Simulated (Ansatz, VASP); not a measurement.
## AlRu in VASP and in Ansatz

```
CELL_PARAMETERS angstrom
2.99160 0.00000 0.00000
0.00000 2.99160 0.00000
0.00000 0.00000 2.91681
ATOMIC_POSITIONS crystal
Al 0.00000 0.00000 0.00000
Ru 0.50000 0.50000 0.50000
```

Change from the starting cell: strain +0.000 along x and y, -0.025 along z, atoms carried along.

Alike in both runs: task single point; functional PBEsol; k mesh 16 × 16 × 16; occupations gaussian, width 0.15 eV; no spin polarisation.

```csv
,VASP,Ansatz
version,VASP 6.6.1,Ansatz 0.2.0
potentials or method,"VASP PAW PBE potentials, release 64 (Al, Ru_pv), cutoff 520 eV","scalar-relativistic, plane waves, PAW"
valence electrons in the cell,17,19
```

```tsv
	VASP	Ansatz	Ansatz less VASP
gap on the k mesh at the Fermi level (eV)	none	none	-
pressure (GPa)	2.4	2.3	-0.08
traceless stress, the component that is largest in VASP (GPa)	3.15	3.14	-0.009
```

VASP's potentials were made for PBE, not for PBEsol. A gap of «none» marks a metal or a gap that the smearing closes. VASP's potentials hold 17 valence electrons a cell and Ansatz's 19, so a difference there can come from the potentials and not from the codes.
